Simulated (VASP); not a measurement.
Input of a VASP 6.6.1 run:

Contents of INCAR:

```
SYSTEM = HfO2
PREC     = Accurate       ! precision mode
ENCUT    = 520            ! plane-wave cutoff, eV
EDIFF    = 1E-7           ! SCF threshold, eV
ISMEAR   = 0              ! smearing method
SIGMA    = 0.02           ! smearing width, eV
LREAL    = .FALSE.        ! projectors in reciprocal space
LASPH    = .TRUE.         ! aspherical terms in the spheres
NELM     = 80             ! most SCF steps
ALGO     = Normal         ! electronic algorithm
ISIF     = 2              ! what is computed and relaxed
LWAVE    = .FALSE.        ! write WAVECAR
LCHARG   = .TRUE.         ! write CHGCAR
GGA      = PE             ! functional
LELF     = .TRUE.         ! ELF
LVHAR    = .TRUE.       
NBANDS   = 18             ! bands
```

Contents of KPOINTS:

```
regular mesh
0
G
  8 8 8
  0 0 0
```

The input POSCAR:

```
HfO2
1.0
    0.0000000000      2.5230584879      2.5230584879
    2.5230584879      0.0000000000      2.5230584879
    2.5230584879      2.5230584879      0.0000000000
Hf O
1 2
Direct
    0.0000000000      0.0000000000      0.0000000000
    0.2500000000      0.2500000000      0.2500000000
    0.7500000000      0.7500000000      0.7500000000
```

Potentials or basis: VASP PAW PBE potentials, release 64 (Hf_pv, O).

The run is started by

```sh
$ cat potpaw_PBE.64/Hf_pv/POTCAR potpaw_PBE.64/O/POTCAR > POTCAR
$ mpirun -np 1 vasp_std > vasp.out
```

(1) What does it give for the pressure?

(2) What does it give for the band gap on the k mesh?

Results:

(1) 4.1 GPa.

(2) 3.84 eV, direct.

Caveat: spin-orbit coupling is left out, which moves the levels of the heavy elements.
